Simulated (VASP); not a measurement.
# ZnCu (P4mm) in VASP: single point with r2SCAN

Aim: the single point of ZnCu with r2SCAN.

Everything below comes from runs of VASP 6.6.1. Logs are shortened: lines on timing, memory, paths and dates and some standing lists are left out, and cuts for length are marked.

## (1) The cell of the first run

Symmetry: P4mm, No. 99, tetragonal system. Conventional cell: a = 2.920 Å, b = 2.920 Å, c = 2.920 Å, α = 90.00°, β = 90.00°, γ = 90.00°. Zn (site symmetry 4mm) has 8 Cu at 2.42 to 2.65 Å and 6 Zn at 2.92 Å within 3.2 Å. Cu (site symmetry 4mm) has 8 Zn at 2.42 to 2.65 Å and 6 Cu at 2.92 Å within 3.2 Å.

## (2) Single point, r2SCAN (atom 2 (Cu) moved 0.2 Å along y)

Input file POSCAR:

```
ZnCu
1.0
    2.9200023228      0.0000000000      0.0000000000
    0.0000000000      2.9200023228      0.0000000000
    0.0000000000      0.0000000000      2.9200023228
Zn Cu
1 1
Direct
    0.5000000000      0.5000000000      0.5000000000
    0.0000000000      0.0684930962      0.0000000000
```

Input file INCAR.step1:

```
SYSTEM = ZnCu
ALGO     = Normal         ! electronic algorithm
EDIFF    = 1E-4           ! SCF threshold, eV
ENCUT    = 520            ! plane-wave cutoff, eV
GGA      = PE             ! functional
ISMEAR   = 0              ! smearing method
LASPH    = .True.         ! aspherical terms in the spheres
LCHARG   = .False.        ! write CHGCAR
LREAL    = .False.        ! projectors in reciprocal space
LWAVE    = .True.         ! write WAVECAR
NBANDS   = 18             ! bands
NELM     = 100            ! most SCF steps
PREC     = Accurate       ! precision mode
SIGMA    = 0.05           ! smearing width, eV
```

Input file INCAR.step2:

```
SYSTEM = ZnCu
ALGO     = Normal         ! electronic algorithm
EDIFF    = 1E-6           ! SCF threshold, eV
ENCUT    = 520            ! plane-wave cutoff, eV
ISIF     = 2              ! what is computed and relaxed
ISMEAR   = 0              ! smearing method
ISTART   = 1            
LASPH    = .True.         ! aspherical terms in the spheres
LCHARG   = .False.        ! write CHGCAR
LMIXTAU  = .True.       
LREAL    = .False.        ! projectors in reciprocal space
LWAVE    = .False.        ! write WAVECAR
METAGGA  = R2SCAN         ! meta-GGA
NBANDS   = 18             ! bands
NELM     = 100            ! most SCF steps
PREC     = Accurate       ! precision mode
SIGMA    = 0.05           ! smearing width, eV
```

Input file KPOINTS:

```
k-points
0
Gamma
  12 12 12
  0 0 0
```

Potentials or basis: VASP PAW PBE potentials, release 64 (Zn, Cu).

Started as:

```console
cat potpaw_PBE.64/Zn/POTCAR potpaw_PBE.64/Cu/POTCAR > POTCAR
cp INCAR.step1 INCAR
mpirun -np 1 vasp_std > vasp.out
cp INCAR.step2 INCAR
mpirun -np 1 vasp_std > vasp.out
```

OUTCAR:

```text
SYSTEM = ZnCu
   EDIFF = 1E-6
   ENCUT = 520
   ISIF = 2
   ISMEAR = 0
   ISTART = 1
   LASPH = .True.
   LREAL = .False.
   METAGGA = R2SCAN
   NELM = 100
   PREC = Accurate

 ion  position               nearest neighbor table
   1  0.500  0.500  0.500-   2 2.42   2 2.42   2 2.42   2 2.42   2 2.65   2 2.65   2 2.65   2 2.65

   2  0.000  0.068  0.000-   1 2.42   1 2.42   1 2.42   1 2.42   1 2.65   1 2.65   1 2.65   1 2.65

  LATTYP: Found a simple cubic cell.
 ALAT       =     2.9200023228

  Lattice vectors:

 A1 = (   2.9200023228,   0.0000000000,   0.0000000000)
 A2 = (   0.0000000000,   2.9200023228,   0.0000000000)
 A3 = (   0.0000000000,   0.0000000000,   2.9200023228)

Analysis of symmetry for initial positions (statically):
=====================================================================
 Subroutine PRICEL returns:
 Original cell was already a primitive cell.

 Routine SETGRP: Setting up the symmetry group for a
 simple cubic supercell.

 Subroutine GETGRP returns: Found  8 space group operations
 (whereof  8 operations were pure point group operations)
 out of a pool of 48 trial point group operations.

The static configuration has the point symmetry C_4v.

Analysis of symmetry for dynamics (positions and initial velocities):
=====================================================================
 Subroutine PRICEL returns:
 Original cell was already a primitive cell.

 Routine SETGRP: Setting up the symmetry group for a
 simple cubic supercell.

 Subroutine GETGRP returns: Found  8 space group operations
 (whereof  8 operations were pure point group operations)
 out of a pool of 48 trial point group operations.

The dynamic configuration has the point symmetry C_4v.

 Subroutine INISYM returns: Found  8 space group operations
 (whereof  8 operations are pure point group operations),
 and found     1 'primitive' translations

----------------------------------------------------------------------------------------

                                     Primitive cell

  volume of cell :      24.8971

  direct lattice vectors                    reciprocal lattice vectors
     2.920002323  0.000000000  0.000000000     0.342465481  0.000000000  0.000000000
     0.000000000  2.920002323  0.000000000     0.000000000  0.342465481  0.000000000
     0.000000000  0.000000000  2.920002323     0.000000000  0.000000000  0.342465481

  length of vectors
     2.920002323  2.920002323  2.920002323     0.342465481  0.342465481  0.342465481

  position of ions in fractional coordinates (direct lattice)
     0.500000000  0.500000000  0.500000000
     0.000000000  0.068493096  0.000000000

  ion indices of the primitive-cell ions
   primitive index   ion index
                 1           1
                 2           2

----------------------------------------------------------------------------------------

 KPOINTS: k-points

Automatic generation of k-mesh.
 Grid dimensions read from file:
 generate k-points for:   12   12   12

 Generating k-lattice:

  Cartesian coordinates                     Fractional coordinates (reciprocal lattice)
     0.028538790  0.000000000  0.000000000     0.083333333  0.000000000  0.000000000
     0.000000000  0.028538790  0.000000000     0.000000000  0.083333333  0.000000000
     0.000000000  0.000000000  0.028538790     0.000000000  0.000000000  0.083333333

  Length of vectors
     0.028538790  0.028538790  0.028538790

  Shift w.r.t. Gamma in fractional coordinates (k-lattice)
     0.000000000  0.000000000  0.000000000

 Subroutine IBZKPT returns following result:
 ===========================================

 Found    196 irreducible k-points:

 Following reciprocal coordinates:
            Coordinates               Weight
  0.000000  0.000000  0.000000      1.000000
  0.083333  0.000000  0.000000      4.000000
  0.000000  0.083333  0.000000      2.000000
  0.166667  0.000000  0.000000      4.000000
  0.000000  0.166667  0.000000      2.000000
  0.250000  0.000000  0.000000      4.000000
[... 16 lines left out ...]
  0.000000  0.333333  0.083333      8.000000
  0.083333  0.000000  0.333333      8.000000
 [... further k-points ...]
   k-points           NKPTS =    196   k-points in BZ     NKDIM =    196   number of bands    NBANDS=     18
   number of dos      NEDOS =    301   number of ions     NIONS =      2
   total plane-waves  NPLWV =  13824
   dimension x,y,z NGX =    24 NGY =   24 NGZ =   24
   dimension x,y,z NGXF=    48 NGYF=   48 NGZF=   48
   ions per type =               1   1
   NGX,Y,Z   is equivalent  to a cutoff of  13.66, 13.66, 13.66 a.u.
   NGXF,Y,Z  is equivalent  to a cutoff of  27.33, 27.33, 27.33 a.u.
 SYSTEM =  ZnCu
   PREC   = accura    normal or accurate (medium, high low for compatibility)
   ISTART =      1    job   : 0-new  1-cont  2-samecut
   ICHARG =      0    charge: 1-file 2-atom 10-const
   ISPIN  =      1    spin polarized calculation?
   LNONCOLLINEAR =      F non collinear calculations
   LSORBIT =      F    spin-orbit coupling
   LASPH  =      T    aspherical Exc in radial PAW
   ENCUT  =  520.0 eV  38.22 Ry    6.18 a.u.   5.43  5.43  5.43*2*pi/ulx,y,z
   NELM   =    100;   NELMIN=  2; NELMDL=  0     # of ELM steps
   EDIFF  = 0.1E-05   stopping-criterion for ELM
   LREAL  =      F    real-space projection
   EDIFFG = 0.1E-04   stopping-criterion for IOM
   NSW    =      0    number of steps for IOM
   IBRION =     -1    ionic relax: 0-MD 1-quasi-New 2-CG
   NFREE  =      0    steps in history (QN), initial steepest desc. (CG)
   ISIF   =      2    stress and relaxation
   ISYM   =      2    0-nonsym 1-usesym 2-fastsym
   POTIM  = 0.5000    time-step for ionic-motion
   TEBEG  =    0.0;   TEEND  =   0.0 temperature during run
   PSTRESS=    0.0 pullay stress
   NELECT =      23.0000    total number of electrons
   NUPDOWN=      -1.0000    fix difference up-down
   EMIN   =  10.00;   EMAX   =-10.00  energy-range for DOS
   EFERMI =   0.00;   METHOD = LEGACY
   ISMEAR =     0;   SIGMA  =   0.05  broadening in eV -4-tet -1-fermi 0-gaus
   EFERMI_NEDOS =   21; number of points for ismear=-14 and -15
   IALGO  =     38    algorithm
   IMIX   =      4    mixing-type and parameters
     AMIX     =   0.40;   BMIX     =  1.00
     AMIX_MAG =   1.60;   BMIX_MAG =  1.00
  volume/ion in A,a.u.               =      12.45        84.01
  Fermi-wavevector in a.u.,A,eV,Ry     =   1.594413  3.013004 34.588103  2.542154
  Thomas-Fermi vector in A             =   2.692492
   LORBIT       =      0    0 simple, 1 ext, 2 COOP (PROOUT), +10 PAW based schemes
   METAGGA = R2SCAN    functional components
   LHFCALC =     F    Hartree Fock is set to
   AEXX    =    0.0000 exact exchange contribution
   IVDW    =     0    specifies the selected vdW correction
   LEPSILON=     F    determine dielectric tensor
   LRPA    =     F    only Hartree local field effects (RPA)
 non-spin polarized calculation
 Gauss-broadening in eV      SIGMA  =   0.05
  energy-cutoff  :      520.00
  volume of cell :       24.90
 maximum number of plane-waves:       691
 NGX is ok and might be reduce to    24
   NGX = 11   NGY = 11   NGZ = 11

 number of electron      22.9999992 magnetization

 Free energy of the ion-electron system (eV)
  ---------------------------------------------------
  ext. energy  EPLUGINS =         0.00000000
  ---------------------------------------------------
  free energy    TOTEN  =       -19.83272841 eV

  energy without entropy =      -19.83238103  energy(sigma->0) =      -19.83255472

 E-fermi :   5.5376     XC(G=0): -13.6768

 val. band max:        5.5131190125   @ k =   0.5000   0.3333   0.3333
 cond. band min:       5.5779483850   @ k =   0.3333   0.0000   0.3333
 fundamental gap:      0.0648293725
 Fermi energy:         5.5375536128

 k-point     1 :       0.0000    0.0000    0.0000
  band No.  band energies     occupation
      1      -5.3499      2.00000
      2      -2.6800      2.00000
      3      -2.6393      2.00000
      4      -1.9057      2.00000
      5      -1.8729      2.00000
      6      -1.8729      2.00000
[... 10 lines left out ...]
     17      19.0327      0.00000
     18      30.4084      0.00000

 k-point     2 :       0.0833    0.0000    0.0000
  band No.  band energies     occupation
      1      -5.2160      2.00000
      2      -2.6550      2.00000
      3      -2.6207      2.00000
      4      -1.9178      2.00000
      5      -1.8861      2.00000
      6      -1.8688      2.00000
[... 10 lines left out ...]
     17      19.8757      0.00000
     18      28.9441      0.00000

 k-point     3 :       0.0000    0.0833    0.0000
  band No.  band energies     occupation
      1      -5.2173      2.00000
      2      -2.6641      2.00000
      3      -2.6108      2.00000
      4      -1.9000      2.00000
      5      -1.8853      2.00000
      6      -1.8853      2.00000
[... 10 lines left out ...]
     17      19.7242      0.00000
     18      28.9747      0.00000

 k-point     4 :       0.1667    0.0000    0.0000
  band No.  band energies     occupation
      1      -4.8208      2.00000
      2      -2.6011      2.00000
      3      -2.5503      2.00000
      4      -1.9508      2.00000
      5      -1.9221      2.00000
      6      -1.8574      2.00000
[... 375 lines left out ...]
      4      -2.0455      2.00000
      5      -1.9428      2.00000
      6      -1.8477      2.00000
[... 10 lines left out ...]
     17      21.5173      0.00000
     18      22.5811      0.00000

 k-point    23 :       0.0000    0.3333    0.0833
  band No.  band energies     occupation
      1      -3.3541      2.00000
      2      -2.4784      2.00000
      3      -2.2068      2.00000
      4      -2.0174      2.00000
      5      -1.9269      2.00000
      6      -1.8613      2.00000
[... 10 lines left out ...]
     17      21.1136      0.00000
     18      22.6323      0.00000

 k-point    24 :       0.0833    0.0000    0.3333
  band No.  band energies     occupation
      1      -3.3215      2.00000
      2      -2.4647      2.00000
      3      -2.2317      2.00000
      4      -2.0445      2.00000
      5      -1.9425      2.00000
      6      -1.8468      2.00000
[... 10 lines left out ...]
     17      20.8384      0.00000
     18      22.9584      0.00000

 [... further k-points ...]

------------------------ aborting loop because EDIFF is reached ----------------------------------------

  FORCE on cell =-STRESS in cart. coord.  units (eV):
  Direction    XX          YY          ZZ          XY          YZ          ZX
  --------------------------------------------------------------------------------------
  -------------------------------------------------------------------------------------
  Total        0.6076735      0.1964230      0.6076735      0.0000000      0.0000000      0.0000000
  in kB       39.1049100     12.6401807     39.1049100      0.0000000      0.0000000      0.0000000
  external PRESSURE =      30.2833336 kB  Pullay stress =       0.0000000 kB

 VOLUME and BASIS-vectors are now :
 -----------------------------------------------------------------------------
  energy-cutoff  :      520.00
  volume of cell :       24.90
      direct lattice vectors                 reciprocal lattice vectors
     2.920002323  0.000000000  0.000000000     0.342465481  0.000000000  0.000000000
     0.000000000  2.920002323  0.000000000     0.000000000  0.342465481  0.000000000
     0.000000000  0.000000000  2.920002323     0.000000000  0.000000000  0.342465481

 POSITION                                       TOTAL-FORCE (eV/Angst)
 -----------------------------------------------------------------------------------
      1.46000      1.46000      1.46000        -0.000000      1.023027      0.000000
      0.00000      0.20000      0.00000         0.000000     -1.023027     -0.000000
 -----------------------------------------------------------------------------------
    total drift:                                0.000000      0.004233      0.000012

  FREE ENERGIE OF THE ION-ELECTRON SYSTEM (eV)
  ---------------------------------------------------
  free  energy   TOTEN  =       -19.8327284069 eV

  energy  without entropy=      -19.8323810255  energy(sigma->0) =      -19.83255472
```

Run time: 3.1 min. Hardware: 1 thread of Oxide Virtual Turin-like, shared host; peak memory 0.18 GiB.

What came out:

| Quantity | Value |
| --- | --- |
| Free energy | -19.8327 eV |
| Pressure | 3.0 GPa |
| Largest force | 1.023 eV/Å |
| Band gap on the k mesh | zero (an odd number of electrons rules out a gap without spin polarisation) |

Forces on the atoms (eV/Å):
```
Zn   0.000  1.023  0.000
Cu   0.000 -1.023  0.000
```

Caveat: the cell differs from its parent crystal (atom 2 (Cu) moved 0.2 Å along y); the cell stands under pressure; the PAW data sets were made with another functional, which shifts forces and pressure a little.

The gap in the log of VASP goes by the Fermi energy; the results here count the filled bands.